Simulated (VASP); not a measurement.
Wanted: the native input for a VASP 6.6.1 run.

```yaml
Task: single point
Functional: PBE
Potentials_or_basis: VASP PAW PBE potentials, release 64 (Ga_d, N)
Cutoff: 520 eV
k_mesh: 12 × 12 × 6
Occupations: gaussian, width 0.05 eV
Spin: no spin polarisation
Dipole_correction: no
Further_INCAR_settings: ALGO = Normal; EDIFF = 1e-06; NBANDS = 26
```

The structure of GaN lies in POSCAR:

```
GaN
1.0
    3.3389996435      0.0000000000      0.0000000000
   -1.6694998218      2.8916585145      0.0000000000
    0.0000000000      0.0000000000      4.9077000000
Ga N
2 2
Direct
    0.3333333333      0.6666666667      0.0000000000
    0.6666666667      0.3333333333      0.5000000000
    0.3333333333      0.6666666667      0.3750000000
    0.6666666667      0.3333333333      0.8750000000
```

This cell differs from its parent crystal: strain +0.050 along x and y, -0.050 along z.

One way to write it, as run:

INCAR

```
ALGO = Normal
EDIFF = 1E-6
ENCUT = 520
GGA = PE
ISIF = 2
ISMEAR = 0
LASPH = T
LCHARG = T
LELF = T
LREAL = F
LVHAR = T
LWAVE = F
NBANDS = 26
NELM = 60
PREC = Accurate
SIGMA = 0.05
```

KPOINTS

```
k-points
0
Gamma
  12 12 6
```

Potentials or basis: VASP PAW PBE potentials, release 64 (Ga_d, N).

Command:

```bash
$ cat potpaw_PBE.64/Ga_d/POTCAR potpaw_PBE.64/N/POTCAR > POTCAR
$ mpirun -np 1 vasp_std > vasp.out
```

Results of the run:

- Pressure: 2.0 GPa
- Largest force: 1.515 eV/Å
- Band gap on the k mesh: 1.62 eV, direct

Caveat: the cell differs from its parent crystal (strain +0.050 along x and y, -0.050 along z); forces of over 1 eV/Å act on the atoms, so gaps and moduli don't describe the material at rest.

Run time: 67 s on 1 thread of AMD EPYC 9R45 96-Core Processor (Zen 5), on a shared host, peak memory 0.19 GiB.
